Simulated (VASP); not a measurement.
# H11C2NO4 in VASP: a series of runs

The runs below take H11C2NO4 through single point, with r2SCAN.

Everything below comes from runs of VASP 6.6.1. Logs are shortened: lines on timing, memory, paths and dates and some standing lists are left out, and cuts for length are marked.

## (1) The cell of the first run

The cell holds a disordered packing, 18 atoms: a = 6.004 Å, b = 6.004 Å, c = 6.004 Å, α = 90.00°, β = 90.00°, γ = 90.00°.

## (2) Single point, r2SCAN

Contents of POSCAR:

```
H11C2NO4
1.0
    6.0037400000      0.0000000000      0.0000000000
    0.0000000000      6.0037400000      0.0000000000
    0.0000000000      0.0000000000      6.0037400000
O H C N
4 11 2 1
Direct
    0.1594339528      0.1660464977      0.5464427174
    0.4186390483      0.7139549681      0.3465339938
    0.1498232768      0.4289326320      1.1228001213
    0.7636573203      0.4136921319      0.5669632596
    0.2207457352      0.2489614807      0.6733136345
    0.0265001482      0.2706646191      0.5580354912
    0.3405710440      0.8540343186      0.3917391493
    0.3090240417      0.6163491424      0.2838897087
    0.1799544950      0.3011123067      1.2322652213
   -0.0220862329      0.3936213094      1.1122733496
    0.6716146935      0.4671421481      0.4543334655
    0.6653685869      0.3711519819      0.6885874472
    0.4161072931      0.8041820598      0.8119605446
    0.6859057854      0.8429912022      0.6883875717
    0.6509609010      0.6992308128      0.9619004154
    0.6082541882      0.8434076093      0.8544673820
    0.6597221066      1.0447654295      0.9844030554
    0.7001135959      1.2093628305      1.0650860963
```

Contents of INCAR.step1:

```
PREC = Accurate
ENCUT = 520
ISMEAR = -1
SIGMA = 0.05
LREAL = Auto
LASPH = True
NELM = 100
NBANDS = 39
GGA = PE
ALGO = Normal
EDIFF = 1E-4
LWAVE = True
LCHARG = False
```

Contents of INCAR.step2:

```
PREC = Accurate
ENCUT = 520
EDIFF = 1E-6
ISMEAR = -1
SIGMA = 0.05
LREAL = Auto
LASPH = True
NELM = 100
ALGO = Normal
ISIF = 2
LWAVE = False
LCHARG = True
METAGGA = R2SCAN
LMIXTAU = True
LELF = True
LVHAR = True
NBANDS = 39
ISTART = 1
```

Contents of KPOINTS:

```
regular mesh
0
Gamma
  1 1 1
```

Potentials or basis: VASP PAW PBE potentials, release 64 (O, H, C, N).

The run is started by

```
> cat potpaw_PBE.64/O/POTCAR potpaw_PBE.64/H/POTCAR potpaw_PBE.64/C/POTCAR potpaw_PBE.64/N/POTCAR > POTCAR
> cp INCAR.step1 INCAR
> mpirun -np 1 vasp_gam > vasp.out
> cp INCAR.step2 INCAR
> mpirun -np 1 vasp_gam > vasp.out
```

OUTCAR:

```text
PREC = Accurate
   ENCUT = 520
   EDIFF = 1E-6
   ISMEAR = -1
   LREAL = Auto
   LASPH = True
   NELM = 100
   ISIF = 2
   METAGGA = R2SCAN
   ISTART = 1

 ion  position               nearest neighbor table
   1  0.159  0.166  0.546-   5 0.98   6 1.02
   2  0.419  0.714  0.347-   8 0.96   7 1.00
   3  0.150  0.429  0.123-   9 1.03  10 1.06
   4  0.764  0.414  0.567-  11 0.93  12 0.97
   5  0.221  0.249  0.673-   1 0.98
   6  0.027  0.271  0.558-   1 1.02
   7  0.341  0.854  0.392-   2 1.00
   8  0.309  0.616  0.284-   2 0.96
   9  0.180  0.301  0.232-   3 1.03
  10  0.978  0.394  0.112-   3 1.06
  11  0.672  0.467  0.454-   4 0.93
  12  0.665  0.371  0.689-   4 0.97
  13  0.416  0.804  0.812-  16 1.20
  14  0.686  0.843  0.688-  16 1.10
  15  0.651  0.699  0.962-  16 1.11
  16  0.608  0.843  0.854-  14 1.10  15 1.11  13 1.20  17 1.47
  17  0.660  0.045  0.984-  18 1.13  16 1.47
  18  0.700  0.209  0.065-  17 1.13

  LATTYP: Found a simple cubic cell.
 ALAT       =     6.0037400000

  Lattice vectors:

 A1 = (   6.0037400000,   0.0000000000,   0.0000000000)
 A2 = (   0.0000000000,   6.0037400000,   0.0000000000)
 A3 = (   0.0000000000,   0.0000000000,   6.0037400000)

Analysis of symmetry for initial positions (statically):
=====================================================================
 Subroutine PRICEL returns:
 Original cell was already a primitive cell.

 Routine SETGRP: Setting up the symmetry group for a
 simple cubic supercell.

 Subroutine GETGRP returns: Found  1 space group operations
 (whereof  1 operations were pure point group operations)
 out of a pool of 48 trial point group operations.

The static configuration has the point symmetry C_1 .

Analysis of symmetry for dynamics (positions and initial velocities):
=====================================================================
 Subroutine PRICEL returns:
 Original cell was already a primitive cell.

 Routine SETGRP: Setting up the symmetry group for a
 simple cubic supercell.

 Subroutine GETGRP returns: Found  1 space group operations
 (whereof  1 operations were pure point group operations)
 out of a pool of 48 trial point group operations.

The dynamic configuration has the point symmetry C_1 .

 Subroutine INISYM returns: Found  1 space group operations
 (whereof  1 operations are pure point group operations),
 and found     1 'primitive' translations

----------------------------------------------------------------------------------------

                                     Primitive cell

  volume of cell :     216.4042

  direct lattice vectors                    reciprocal lattice vectors
     6.003740000  0.000000000  0.000000000     0.166562842  0.000000000  0.000000000
     0.000000000  6.003740000  0.000000000     0.000000000  0.166562842  0.000000000
     0.000000000  0.000000000  6.003740000     0.000000000  0.000000000  0.166562842

  length of vectors
     6.003740000  6.003740000  6.003740000     0.166562842  0.166562842  0.166562842

  position of ions in fractional coordinates (direct lattice)
     0.159433953  0.166046498  0.546442717
     0.418639048  0.713954968  0.346533994
     0.149823277  0.428932632  0.122800121
     0.763657320  0.413692132  0.566963260
     0.220745735  0.248961481  0.673313634
     0.026500148  0.270664619  0.558035491
[... 10 lines left out ...]
     0.659722107  0.044765430  0.984403055
     0.700113596  0.209362830  0.065086096

  ion indices of the primitive-cell ions
   primitive index   ion index
                 1           1
                 2           2
                 3           3
                 4           4
                 5           5
                 6           6
[... 10 lines left out ...]
                17          17
                18          18

----------------------------------------------------------------------------------------

 KPOINTS: regular mesh

Automatic generation of k-mesh.
 Grid dimensions read from file:
 generate k-points for:    1    1    1

 Generating k-lattice:

  Cartesian coordinates                     Fractional coordinates (reciprocal lattice)
     0.166562842  0.000000000  0.000000000     1.000000000  0.000000000  0.000000000
     0.000000000  0.166562842  0.000000000     0.000000000  1.000000000  0.000000000
     0.000000000  0.000000000  0.166562842     0.000000000  0.000000000  1.000000000

  Length of vectors
     0.166562842  0.166562842  0.166562842

  Shift w.r.t. Gamma in fractional coordinates (k-lattice)
     0.000000000  0.000000000  0.000000000

 Subroutine IBZKPT returns following result:
 ===========================================

 Found      1 irreducible k-points:

 Following reciprocal coordinates:
            Coordinates               Weight
  0.000000  0.000000  0.000000      1.000000
   k-points           NKPTS =      1   k-points in BZ     NKDIM =      1   number of bands    NBANDS=     39
   number of dos      NEDOS =    301   number of ions     NIONS =     18
   total plane-waves  NPLWV = 110592
   dimension x,y,z NGX =    48 NGY =   48 NGZ =   48
   dimension x,y,z NGXF=    96 NGYF=   96 NGZF=   96
   ions per type =               4  11   2   1
   NGX,Y,Z   is equivalent  to a cutoff of  13.29, 13.29, 13.29 a.u.
   NGXF,Y,Z  is equivalent  to a cutoff of  26.58, 26.58, 26.58 a.u.
 SYSTEM =  unknown system
   PREC   = accura    normal or accurate (medium, high low for compatibility)
   ISTART =      1    job   : 0-new  1-cont  2-samecut
   ICHARG =      0    charge: 1-file 2-atom 10-const
   ISPIN  =      1    spin polarized calculation?
   LNONCOLLINEAR =      F non collinear calculations
   LSORBIT =      F    spin-orbit coupling
   LASPH  =      T    aspherical Exc in radial PAW
   ENCUT  =  520.0 eV  38.22 Ry    6.18 a.u.  11.16 11.16 11.16*2*pi/ulx,y,z
   NELM   =    100;   NELMIN=  2; NELMDL=  0     # of ELM steps
   EDIFF  = 0.1E-05   stopping-criterion for ELM
   LREAL  =      T    real-space projection
   EDIFFG = 0.1E-04   stopping-criterion for IOM
   NSW    =      0    number of steps for IOM
   IBRION =     -1    ionic relax: 0-MD 1-quasi-New 2-CG
   NFREE  =      0    steps in history (QN), initial steepest desc. (CG)
   ISIF   =      2    stress and relaxation
   ISYM   =      2    0-nonsym 1-usesym 2-fastsym
   POTIM  = 0.5000    time-step for ionic-motion
   TEBEG  =    0.0;   TEEND  =   0.0 temperature during run
   PSTRESS=    0.0 pullay stress
   NELECT =      48.0000    total number of electrons
   NUPDOWN=      -1.0000    fix difference up-down
   EMIN   =  10.00;   EMAX   =-10.00  energy-range for DOS
   EFERMI =   0.00;   METHOD = LEGACY
   ISMEAR =    -1;   SIGMA  =   0.05  broadening in eV -4-tet -1-fermi 0-gaus
   EFERMI_NEDOS =   21; number of points for ismear=-14 and -15
   IALGO  =     38    algorithm
   IMIX   =      4    mixing-type and parameters
     AMIX     =   0.40;   BMIX     =  1.00
     AMIX_MAG =   1.60;   BMIX_MAG =  1.00
  volume/ion in A,a.u.               =      12.02        81.13
  Fermi-wavevector in a.u.,A,eV,Ry     =   0.990984  1.872688 13.361595  0.982050
  Thomas-Fermi vector in A             =   2.122693
   LORBIT       =      0    0 simple, 1 ext, 2 COOP (PROOUT), +10 PAW based schemes
   METAGGA = R2SCAN    functional components
   LHFCALC =     F    Hartree Fock is set to
   AEXX    =    0.0000 exact exchange contribution
   IVDW    =     0    specifies the selected vdW correction
   LEPSILON=     F    determine dielectric tensor
   LRPA    =     F    only Hartree local field effects (RPA)
 non-spin polarized calculation
  energy-cutoff  :      520.00
  volume of cell :      216.40
 maximum number of plane-waves:      2872
 NGX is ok and might be reduce to    48
   NGX = 23   NGY = 23   NGZ = 23

 number of electron      48.0000002 magnetization

 Free energy of the ion-electron system (eV)
  ---------------------------------------------------
  ext. energy  EPLUGINS =         0.00000000
  ---------------------------------------------------
  free energy    TOTEN  =      -101.29406496 eV

  energy without entropy =     -101.29406496  energy(sigma->0) =     -101.29406496

 E-fermi :  -3.0899     XC(G=0):  -6.6787

 val. band max:       -4.3559014799   @ k =   0.0000   0.0000   0.0000
 cond. band min:       1.1330298902   @ k =   0.0000   0.0000   0.0000
 fundamental gap:      5.4889313702
 Fermi energy:        -3.0898879354

 k-point     1 :       0.0000    0.0000    0.0000
  band No.  band energies     occupation
      1     -24.2265      2.00000
      2     -23.6839      2.00000
      3     -23.2680      2.00000
      4     -22.8776      2.00000
      5     -21.8127      2.00000
      6     -16.8683      2.00000
[... 28 lines left out ...]
     35       6.7051      0.00000
     36       7.4948      0.00000
 [bands above 36 left out]

------------------------ aborting loop because EDIFF is reached ----------------------------------------

  FORCE on cell =-STRESS in cart. coord.  units (eV):
  Direction    XX          YY          ZZ          XY          YZ          ZX
  --------------------------------------------------------------------------------------
  -------------------------------------------------------------------------------------
  Total       -5.0229218     -2.3979699     -2.4819085      0.1636071      0.7976768      1.7202282
  in kB      -37.1878758    -17.7536921    -18.3751426      1.2112874      5.9057074     12.7359402
  external PRESSURE =     -24.4389035 kB  Pullay stress =       0.0000000 kB

 VOLUME and BASIS-vectors are now :
 -----------------------------------------------------------------------------
  energy-cutoff  :      520.00
  volume of cell :      216.40
      direct lattice vectors                 reciprocal lattice vectors
     6.003740000  0.000000000  0.000000000     0.166562842  0.000000000  0.000000000
     0.000000000  6.003740000  0.000000000     0.000000000  0.166562842  0.000000000
     0.000000000  0.000000000  6.003740000     0.000000000  0.000000000  0.166562842

 POSITION                                       TOTAL-FORCE (eV/Angst)
 -----------------------------------------------------------------------------------
      0.95720      0.99690      3.28070        -1.031856      2.100579      1.190849
      2.51340      4.28640      2.08050         0.226637      1.829320      0.992628
      0.89950      2.57520      0.73726        -2.739674     -2.641596      1.207859
      4.58480      2.48370      3.40390         1.085616     -0.905743      1.976179
      1.32530      1.49470      4.04240         1.023616     -0.901962     -0.135428
      0.15910      1.62500      3.35030        -0.122146     -1.382718     -1.168716
[... 10 lines left out ...]
      3.96080      0.26876      5.91010        -1.843628     -4.400567     -3.293125
      4.20330      1.25696      0.39076         1.184355      3.794174      2.114839
 -----------------------------------------------------------------------------------
    total drift:                                0.002083     -0.002104     -0.000746

  FREE ENERGIE OF THE ION-ELECTRON SYSTEM (eV)
  ---------------------------------------------------
  free  energy   TOTEN  =      -101.2940649648 eV

  energy  without entropy=     -101.2940649648  energy(sigma->0) =     -101.29406496
```

Wall time 1.9 min (1 thread of Intel Xeon Platinum 8259CL at 2.50GHz (Skylake/Cascade Lake), shared host); peak memory 0.33 GiB.

Results:

```yaml
Free_energy: -101.2941 eV
Pressure: -2.4 GPa
Largest_force: 5.797 eV/Å
```

Forces in eV/Å, atoms in the order of the input:
```
O   -1.032  2.101  1.191
O    0.227  1.829  0.993
O   -2.740 -2.642  1.208
O    1.086 -0.906  1.976
H    1.024 -0.902 -0.135
H   -0.122 -1.383 -1.169
H    0.586 -1.392 -0.405
H   -0.870 -0.290 -0.560
H    0.189  1.507 -1.080
H    2.489  0.874 -0.150
H   -1.296  0.904 -1.619
H    0.361  0.139 -0.246
H    2.293  1.209  0.936
H    0.345  0.009  0.588
H    0.289  0.197 -0.579
C   -2.168 -0.648  0.229
C   -1.844 -4.401 -3.293
N    1.184  3.794  2.115
```

Caveat: the k points lie up to 1.05 Å⁻¹ apart, too coarse for converged energies, forces and pressures; the atoms stand as in a frame of molecular dynamics; the PAW data sets were made with another functional, which shifts forces and pressure a little.

## (3) Single point, r2SCAN

This run uses another cell than the first one, of 11.47 Å³/atom.

Contents of POSCAR:

```
H11C2NO4
1.0
    5.9103280000      0.0000000000      0.0000000000
    0.0000000000      5.9103280000      0.0000000000
    0.0000000000      0.0000000000      5.9103280000
O H C N
4 11 2 1
Direct
    0.1738989782      0.1812928149      0.5349280108
    0.4196721400      0.7104343448      0.3571544591
    0.1458802286      0.4053751332      1.1282622555
    0.7627326267      0.4150531070      0.5641311277
    0.2874459759      0.1637134183      0.6600141312
    0.0254638998      0.2625404208      0.5483282823
    0.3564945973      0.8555193553      0.3627717446
    0.3173258743      0.6400321607      0.2548927911
    0.1512775602      0.3132482664      1.2560047429
   -0.0218431194      0.4157806470      1.0802107768
    0.6843782612      0.4873671986      0.4364224794
    0.6605724758      0.4402970529      0.6835153650
    0.4403308920      0.7976376269      0.7948289841
    0.7357798078      0.8686489142      0.7141566424
    0.7137844126      0.6888111793      0.9152791520
    0.6232987408      0.8396826707      0.8620333762
    0.6509283410      1.0499417291      0.9751912246
    0.7017884625      1.2133505958      1.0641202992
```

Contents of INCAR.step1:

```
PREC = Accurate ; ENCUT = 520
ISMEAR = -1 ; SIGMA = 0.05
LREAL = Auto ; LASPH = True
NELM = 100 ; NBANDS = 39
GGA = PE ; ALGO = Normal
EDIFF = 1E-4 ; LWAVE = True
LCHARG = False
```

Contents of INCAR.step2:

```
PREC = Accurate ; ENCUT = 520
EDIFF = 1E-6 ; ISMEAR = -1
SIGMA = 0.05 ; LREAL = Auto
LASPH = True ; NELM = 100
ALGO = Normal ; ISIF = 2
LWAVE = False ; LCHARG = False
METAGGA = R2SCAN ; LMIXTAU = True
NBANDS = 39 ; ISTART = 1
```

KPOINTS is that of step 2.

Potentials or basis: VASP PAW PBE potentials, release 64 (O, H, C, N).

The run is started by

```
> cat potpaw_PBE.64/O/POTCAR potpaw_PBE.64/H/POTCAR potpaw_PBE.64/C/POTCAR potpaw_PBE.64/N/POTCAR > POTCAR
> cp INCAR.step1 INCAR
> mpirun -np 1 vasp_gam > vasp.out
> cp INCAR.step2 INCAR
> mpirun -np 1 vasp_gam > vasp.out
```

Wall time 1.9 min (1 thread of Intel Xeon Platinum 8259CL at 2.50GHz (Skylake/Cascade Lake), shared host); peak memory 0.34 GiB.

The run converged. Its results:

```yaml
Free_energy: -101.1209 eV
Pressure: -0.5 GPa
Largest_force: 4.249 eV/Å
```

Forces on the atoms (eV/Å):
```
O    0.751 -0.745 -0.044
O    1.101 -0.609  0.381
O   -2.275  2.017 -2.969
O    0.433  0.188 -1.545
H   -2.218  0.960 -1.017
H    1.161 -0.360  1.313
H   -0.389  1.925  0.501
H   -0.743 -1.381 -0.804
H    0.144 -1.371  1.843
H    2.454 -0.533  0.923
H    0.332 -0.250  0.290
H   -0.713 -0.068  1.150
H    2.126  0.466  0.920
H   -0.726  0.055 -0.489
H   -0.361 -0.069  1.382
C   -1.092 -0.149 -2.766
C   -0.304 -2.469 -0.105
N    0.317  2.393  1.037
```

Stress tensor (GPa, compression positive):
```
-6.23  1.44 -2.12
 1.44  2.30  1.30
-2.12  1.30  2.34
```

Levels at points of the mesh, in eV from the Fermi level:
```
           k point  band 22  band 23  band 24  band 25  band 26  band 27
(0.00, 0.00, 0.00)    -1.66    -1.45    -1.21     4.26     5.40     5.92
```

Caveat: the k points lie up to 1.06 Å⁻¹ apart, too coarse for converged energies, forces and pressures; the atoms stand as in a frame of molecular dynamics; the PAW data sets were made with another functional, which shifts forces and pressure a little.

## (4) Single point, r2SCAN

This run uses another cell than the first one, of 12.47 Å³/atom.

Contents of POSCAR:

```
H11C2NO4
1.0
    6.0767990000      0.0000000000      0.0000000000
    0.0000000000      6.0767990000      0.0000000000
    0.0000000000      0.0000000000      6.0767990000
O H C N
4 11 2 1
Direct
    0.1499638214      0.1625362300      0.5640305036
    0.4226896430      0.7234894556      0.3385499504
    0.1575171402      0.4447736382      1.1121809360
    0.7567141846      0.4011980650      0.5745952762
    0.2141094349      0.2338895856      0.6887014035
    0.0138888912      0.2249868722      0.5154193844
    0.3442601936      0.8438488750      0.4143464347
    0.2939376471      0.6244899659      0.2954186900
    0.2771360382      0.3322143780      1.1497006895
    0.0193029258      0.3808254971      1.1040187441
    0.6336395198      0.4836263302      0.5068622477
    0.6975876609      0.3590706225      0.7141588853
    0.4073361650      0.8793445365      0.8289890780
    0.7125297381      0.8363778364      0.7177627563
    0.6065693468      0.6990357917      0.9432268535
    0.5903601551      0.8516984024      0.8497072225
    0.6557728831      1.0346565684      0.9787883391
    0.6936053011      1.2037422992      1.0520999625
```

INCAR.step1: that of step 3 with these lines changed.

```diff
@@ -3,3 +3,3 @@
 LREAL = Auto ; LASPH = True
-NELM = 100 ; NBANDS = 39
+NELM = 80 ; NBANDS = 39
 GGA = PE ; ALGO = Normal
```

Contents of INCAR.step2:

```
PREC = Accurate ; ENCUT = 520
EDIFF = 1E-7 ; ISMEAR = -1
SIGMA = 0.05 ; LREAL = Auto
LASPH = True ; NELM = 80
ALGO = Normal ; ISIF = 2
LWAVE = False ; LCHARG = True
METAGGA = R2SCAN ; LMIXTAU = True
LELF = True ; LVHAR = True
NBANDS = 39 ; ISTART = 1
```

KPOINTS is that of step 3.

The run is started by

```
> cat potpaw_PBE.64/O/POTCAR potpaw_PBE.64/H/POTCAR potpaw_PBE.64/C/POTCAR potpaw_PBE.64/N/POTCAR > POTCAR
> cp INCAR.step1 INCAR
> mpirun -np 1 vasp_gam > vasp.out
> cp INCAR.step2 INCAR
> mpirun -np 1 vasp_gam > vasp.out
```

It took 2.1 min on 1 thread of Intel Xeon Platinum 8259CL at 2.50GHz (Skylake/Cascade Lake), shared host; peak memory 0.34 GiB.

Results (log left out):

| Quantity | Value |
| --- | --- |
| Free energy | -101.4738 eV |
| Pressure | -0.8 GPa |
| Largest force | 4.191 eV/Å |

Forces on the atoms (eV/Å):
```
O    1.138 -1.532 -0.548
O   -1.951 -0.424  0.355
O    4.175 -0.061  0.353
O   -0.824  0.706 -0.759
H   -0.535  0.604  0.104
H   -0.530  0.805  0.488
H    0.581 -0.424 -0.308
H    1.300  0.974  0.089
H   -2.107  1.213 -0.501
H   -2.110 -1.433  0.111
H    0.748 -0.246 -0.044
H    0.040 -0.254  0.672
H    1.222 -0.501 -0.858
H   -0.899  0.151 -0.630
H   -0.084 -0.067  0.255
C   -0.529 -0.581  0.756
C   -0.329 -0.914 -0.744
N    0.694  1.984  1.211
```

Stress tensor (GPa, compression positive):
```
-3.54  2.69  0.12
 2.69  0.59  1.41
 0.12  1.41  0.67
```

Levels at points of the mesh, in eV from the Fermi level:
| k point | band 21 | band 22 | band 23 | band 24 | band 25 | band 26 | band 27 | band 28 |
| --- | --- | --- | --- | --- | --- | --- | --- | --- |
| (0.00, 0.00, 0.00) | -1.99 | -1.58 | -1.34 | -1.20 | 4.23 | 5.83 | 5.91 | 7.35 |

Caveat: the k points lie up to 1.03 Å⁻¹ apart, too coarse for converged energies, forces and pressures; the atoms stand as in a frame of molecular dynamics; the PAW data sets were made with another functional, which shifts forces and pressure a little.

## (5) The runs side by side

```csv
cell,pressure (GPa),largest force (eV/Å)
"a = 6.004 Å, 18 atoms, atomic positions A",-2.4,5.80
"a = 5.910 Å, 18 atoms, atomic positions B",-0.5,4.25
"a = 6.077 Å, 18 atoms, atomic positions C",-0.8,4.19
```

Alike in all rows: task single point; level r2SCAN; potentials or basis VASP PAW PBE potentials, release 64 (O, H, C, N); no spin polarisation; k mesh 1 × 1 × 1; cutoff (eV) 520; smearing fermi-dirac 0.05 eV.

Caveats: all runs use coarse meshes; the atoms stand as in a frame of molecular dynamics; the PAW data sets were made with another functional, which shifts forces and pressure a little.

Absolute energies hang on the potentials; compare differences alone.
